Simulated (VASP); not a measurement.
Write the native input for VASP 6.6.1 that does the following.

```yaml
Task: single point
Functional: PBE
Dispersion: D3(BJ)
Potentials_or_basis: VASP PAW PBE potentials, release 64 (Al)
Cutoff: 520 eV
k_mesh: 18 × 18 × 4
Occupations: gaussian, width 0.15 eV
Spin: no spin polarisation
Dipole_correction: no
Further_INCAR_settings: ALGO = Normal; EDIFF = 1e-07; NBANDS = 14
```

The structure of Al lies in POSCAR:

```
Al
1.0
    3.0114000000      0.0000000000      0.0000000000
   -1.5057000000      2.6079489009      0.0000000000
    0.0000000000      0.0000000000      8.8418000000
Al
4
Direct
    0.0000000000      0.0000000000      0.0000000000
    0.3333333333      0.6666666667      0.2500000000
    0.0000000000      0.0000000000      0.5000000000
    0.6666666667      0.3333333333      0.7500000000
```

This isn't the form of Al at room conditions, which is fcc.

These files were run (other wordings do the same):

INCAR

```
SYSTEM = Al
  PREC = Accurate
  ENCUT = 520
  EDIFF = 1E-7
  ISMEAR = 0
  SIGMA = 0.15
  LREAL = .False.
  LASPH = .True.
  NELM = 100
  ALGO = Normal
  ISIF = 2
  LWAVE = .False.
  LCHARG = .False.
  GGA = PE
  IVDW = 12
  NBANDS = 14
```

KPOINTS

```
Automatic mesh
0
Gamma
  18 18 4
  0 0 0
```

Potentials or basis: VASP PAW PBE potentials, release 64 (Al).

Run with:

```sh
$ cat potpaw_PBE.64/Al/POTCAR > POTCAR
$ mpirun -np 1 vasp_std > vasp.out
```

It gave:

```json
{
  "Pressure": "-5.3 GPa",
  "Band gap on the k mesh": "zero (bands 6 and 7 overlap by 7.12 eV)",
  "Dispersion energy per atom": "-0.319 eV"
}
```

Caveat: the cell stands under tension.

Run time: 96 s on 1 thread of AMD EPYC 7R13, on a shared host, peak memory 0.21 GiB.
